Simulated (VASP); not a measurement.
# TiAlI (I4/mmm) in VASP: single point with PBE0

Aim: the single point of TiAlI with PBE0.

Everything below comes from runs of VASP 6.6.1. Logs are shortened: lines on timing, memory, paths and dates and some standing lists are left out, and cuts for length are marked.

### 1 The cell of the first run

The structure is tetragonal, space group I4/mmm (No. 139). The conventional cell has a = 4.272 Å, b = 4.272 Å, c = 16.672 Å, α = 90.00°, β = 90.00°, γ = 90.00°. Al (site symmetry 4mm) has 5 I at 3.13 to 3.18 Å and 4 Ti at 3.67 Å and 4 Al at 3.84 Å within 4.1 Å. Ti (site symmetry mmm) has 4 Ti at 3.02 Å and 4 I at 3.05 Å and 4 Al at 3.67 Å within 4.0 Å. Within 4.0 Å of I (site symmetry 4mm) lie 4 Ti at 3.05 Å and 5 Al at 3.13 to 3.18 Å.

### 2 Single point, PBE0

Input file POSCAR:

```
TiAlI
1.0
    0.0000000000      4.2720130000      0.0000000000
    4.2720130000      0.0000000000      0.0000000000
    2.1360060000      2.1360060000     -8.3361010000
Al Ti I
2 2 2
Direct
    0.3209700000      0.3209700000      0.3580600000
    0.6790300000      0.6790300000      0.6419400000
    0.5000000000      0.0000000000      0.0000000000
    0.0000000000      0.5000000000      0.0000000000
    0.1302900000      0.1302900000      0.7394200000
    0.8697100000      0.8697100000      0.2605800000
```

Input file INCAR.step1:

```
  PREC = Accurate
  ENCUT = 520
  EDIFF = 1E-5
  ISMEAR = 1
  SIGMA = 0.0697
  LREAL = False
  LASPH = True
  NELM = 80
  ALGO = Normal
  ISIF = 2
  LWAVE = True
  LCHARG = False
  NBANDS = 31
  GGA = PE
  LUSENCCL = False
```

Input file INCAR.step2:

```
  PREC = Accurate
  ENCUT = 520
  EDIFF = 1E-6
  ISMEAR = 1
  SIGMA = 0.0697
  LREAL = False
  LASPH = True
  NELM = 80
  ALGO = Normal
  ISIF = 2
  LWAVE = False
  LCHARG = False
  GGA = PE
  LHFCALC = True
  AEXX = 0.25
  PRECFOCK = Fast
  NBANDS = 31
  ISTART = 1
  LUSENCCL = False
```

Input file KPOINTS:

```
Automatic mesh
0
Gamma
  3 3 3
```

Potentials or basis: VASP PAW PBE potentials, release 64 (Al, Ti_sv, I).

Started as:

```sh
$ cat potpaw_PBE.64/Al/POTCAR potpaw_PBE.64/Ti_sv/POTCAR potpaw_PBE.64/I/POTCAR > POTCAR
$ cp INCAR.step1 INCAR
$ mpirun -np 1 vasp_std > vasp.out
$ cp INCAR.step2 INCAR
$ mpirun -np 1 vasp_std > vasp.out
```

OUTCAR:

```text
PREC = Accurate
   ENCUT = 520
   EDIFF = 1E-6
   ISMEAR = 1
   LREAL = False
   LASPH = True
   NELM = 80
   ISIF = 2
   GGA = PE
   LHFCALC = True
   AEXX = 0.25
   PRECFOCK = Fast
   ISTART = 1

 ion  position               nearest neighbor table
   1  0.321  0.321  0.358-   6 3.13   6 3.13   6 3.13   6 3.13   5 3.18
   2  0.679  0.679  0.642-   5 3.13   5 3.13   5 3.13   5 3.13   6 3.18
   3  0.500  0.000  0.000-   5 3.05   6 3.05   5 3.05   6 3.05
   4  0.000  0.500  0.000-   5 3.05   6 3.05   5 3.05   6 3.05
   5  0.130  0.130  0.739-   3 3.05   4 3.05   4 3.05   3 3.05   2 3.13   2 3.13   2 3.13   2 3.13
                             1 3.18
   6  0.870  0.870  0.261-   3 3.05   4 3.05   3 3.05   4 3.05   1 3.13   1 3.13   1 3.13   1 3.13
                             2 3.18

  LATTYP: Found a body centered tetragonal cell.
 ALAT       =     4.2720130000
 C/A-ratio  =     3.9026571314

  Lattice vectors:

 A1 = (  -2.1360060000,   2.1360070000,   8.3361010000)
 A2 = (   2.1360070000,  -2.1360060000,   8.3361010000)
 A3 = (   2.1360060000,   2.1360060000,  -8.3361010000)

Analysis of symmetry for initial positions (statically):
=====================================================================
 Subroutine PRICEL returns:
 Original cell was already a primitive cell.

 Routine SETGRP: Setting up the symmetry group for a
 body centered tetragonal supercell.

 Subroutine GETGRP returns: Found 16 space group operations
 (whereof 16 operations were pure point group operations)
 out of a pool of 16 trial point group operations.

The static configuration has the point symmetry D_4h.

Analysis of symmetry for dynamics (positions and initial velocities):
=====================================================================
 Subroutine PRICEL returns:
 Original cell was already a primitive cell.

 Routine SETGRP: Setting up the symmetry group for a
 body centered tetragonal supercell.

 Subroutine GETGRP returns: Found 16 space group operations
 (whereof 16 operations were pure point group operations)
 out of a pool of 16 trial point group operations.

The dynamic configuration has the point symmetry D_4h.

 Subroutine INISYM returns: Found 16 space group operations
 (whereof 16 operations are pure point group operations),
 and found     1 'primitive' translations

[... 91 lines left out ...]
   POTIM  = 0.5000    time-step for ionic-motion
   TEBEG  =    0.0;   TEEND  =   0.0 temperature during run
   PSTRESS=    0.0 pullay stress
   NELECT =      44.0000    total number of electrons
   NUPDOWN=      -1.0000    fix difference up-down
   EMIN   =  10.00;   EMAX   =-10.00  energy-range for DOS
   EFERMI =   0.00;   METHOD = LEGACY
   ISMEAR =     1;   SIGMA  =   0.07  broadening in eV -4-tet -1-fermi 0-gaus
   EFERMI_NEDOS =   21; number of points for ismear=-14 and -15
   IALGO  =     38    algorithm
   IMIX   =      1    mixing-type and parameters
     AMIX     =   0.40;   BMIX     =  1.00
     AMIX_MAG =   1.60;   BMIX_MAG =  1.00
  volume/ion in A,a.u.               =      25.36       171.11
  Fermi-wavevector in a.u.,A,eV,Ry     =   1.082637  2.045888 15.947439  1.172104
  Thomas-Fermi vector in A             =   2.218684
   LORBIT       =      0    0 simple, 1 ext, 2 COOP (PROOUT), +10 PAW based schemes
   GGA     = PE    functional components
   LHFCALC =     T    Hartree Fock is set to
   PRECFOCK=fast      Normal, Fast or Accurate (Low or Medium for compatibility)
   ENCUT4O =  -1.0   cutoff for four orbital integrals eV
   NKREDX  =     1    reduce k-point grid by
   NKREDY  =     1    reduce k-point grid by
   NKREDZ  =     1    reduce k-point grid by
   AEXX    =    0.2500 exact exchange contribution
   HFSCREEN=    0.0000 screening length (either q_TF or 0.3 A-1)
   HFSCREENC=   0.0000 screening length for correlation (either q_TF or 0.3 A-1)
   ENCUTFOCK=  -1.0 apply spherical cutoff to Coloumb kernel
   IVDW    =     0    specifies the selected vdW correction
   LEPSILON=     F    determine dielectric tensor
   LRPA    =     F    only Hartree local field effects (RPA)
 non-spin polarized calculation
 Methfessel and Paxton  Order N= 1 SIGMA  =   0.07
  energy-cutoff  :      520.00
  volume of cell :      152.13
 maximum number of plane-waves:      4127
  NGX = 18; NGY = 18; NGZ = 40

 number of electron      44.0000006 magnetization

 Free energy of the ion-electron system (eV)
  ---------------------------------------------------
  ext. energy  EPLUGINS =         0.00000000
  ---------------------------------------------------
  free energy    TOTEN  =       -31.64974391 eV

  energy without entropy =      -31.65034399  energy(sigma->0) =      -31.64994393

 E-fermi :   6.7730     XC(G=0):  -7.6282

 val. band max:        6.7143020149   @ k =  -0.3333   0.0000   0.3333
 cond. band min:       7.7227788962   @ k =   0.3333   0.3333   0.0000
 fundamental gap:      1.0084768813
 Fermi energy:         6.7729718666

 k-point     1 :       0.0000    0.0000    0.0000
  band No.  band energies     occupation
      1     -55.8923      2.00000
      2     -55.8355      2.00000
      3     -30.7088      2.00000
      4     -30.6412      2.00000
      5     -30.5399      2.00000
      6     -30.5399      2.00000
[... 193 lines left out ...]
     30       9.6476      0.00000
     31       9.7801      0.00000

------------------------ aborting loop because EDIFF is reached ----------------------------------------

  FORCE on cell =-STRESS in cart. coord.  units (eV):
  Direction    XX          YY          ZZ          XY          YZ          ZX
  --------------------------------------------------------------------------------------
  -------------------------------------------------------------------------------------
  Total       -4.8276146     -4.8276146     -2.3748403     -0.0000000     -0.0000001     -0.0000001
  in kB      -50.8411157    -50.8411157    -25.0101839     -0.0000000     -0.0000015     -0.0000015
  external PRESSURE =     -42.2308051 kB  Pullay stress =       0.0000000 kB

 VOLUME and BASIS-vectors are now :
 -----------------------------------------------------------------------------
  energy-cutoff  :      520.00
  volume of cell :      152.13
      direct lattice vectors                 reciprocal lattice vectors
     0.000000000  4.272013000  0.000000000    -0.000000000  0.234081685  0.059980065
     4.272013000  0.000000000  0.000000000     0.234081685 -0.000000000  0.059980065
     2.136006000  2.136006000 -8.336101000     0.000000000  0.000000000 -0.119960159

 POSITION                                       TOTAL-FORCE (eV/Angst)
 -----------------------------------------------------------------------------------
      2.13601      2.13601     -2.98482         0.000000      0.000000      0.923568
      4.27201      4.27201     -5.35128        -0.000000     -0.000000     -0.923568
      0.00000      2.13601      0.00000         0.000000     -0.000000      0.000000
      2.13601      0.00000      0.00000         0.000000      0.000000      0.000000
      2.13601      2.13601     -6.16388        -0.000000     -0.000000     -1.545684
      4.27201      4.27201     -2.17222         0.000000      0.000000      1.545684
 -----------------------------------------------------------------------------------
    total drift:                                0.000003      0.000000      0.000000

  FREE ENERGIE OF THE ION-ELECTRON SYSTEM (eV)
  ---------------------------------------------------
  free  energy   TOTEN  =       -31.6497439069 eV

  energy  without entropy=      -31.6503439854  energy(sigma->0) =      -31.64994393
```

OUTCAR.step1:

```text
PREC = Accurate
   ENCUT = 520
   EDIFF = 1E-5
   ISMEAR = 1
   LREAL = False
[... 422 lines left out ...]
      0.00000      2.13601      0.00000         0.000000      0.000000     -0.000000
      2.13601      0.00000      0.00000         0.000000      0.000000     -0.000000
      2.13601      2.13601     -6.16388        -0.000000     -0.000000     -1.243172
      4.27201      4.27201     -2.17222         0.000000      0.000000      1.243172
 -----------------------------------------------------------------------------------
    total drift:                               -0.000000     -0.000000      0.000000

  FREE ENERGIE OF THE ION-ELECTRON SYSTEM (eV)
  ---------------------------------------------------
  free  energy   TOTEN  =       -23.3522515562 eV

  energy  without entropy=      -23.3534118126  energy(sigma->0) =      -23.35263831
```

Wall time 9.6 min (1 × NVIDIA H100 80GB with 1 thread of AMD EPYC 7R13 (Zen 3), shared host); peak memory 1.3 GiB.

What came out:

```yaml
Free_energy: -31.6497 eV
Pressure: -4.2 GPa
Largest_force: 1.546 eV/Å
Band_gap_on_the_k_mesh: 1.01 eV, indirect (least direct gap 1.10 eV)
```

Forces in eV/Å, atoms in the order of the input:
```
Al   0.000  0.000  0.924
Al   0.000  0.000 -0.924
Ti   0.000  0.000  0.000
Ti   0.000  0.000  0.000
I    0.000  0.000 -1.546
I    0.000  0.000  1.546
```

Stress tensor (GPa, compression positive):
```
-5.08  0.00  0.00
 0.00 -5.08  0.00
 0.00  0.00 -2.50
```

Caveat: the k points lie up to 0.51 Å⁻¹ apart; the PAW data sets were made with another functional, which shifts forces and pressure a little; spin-orbit coupling is left out, which moves the levels of the heavy elements. A k mesh can miss the band edges.
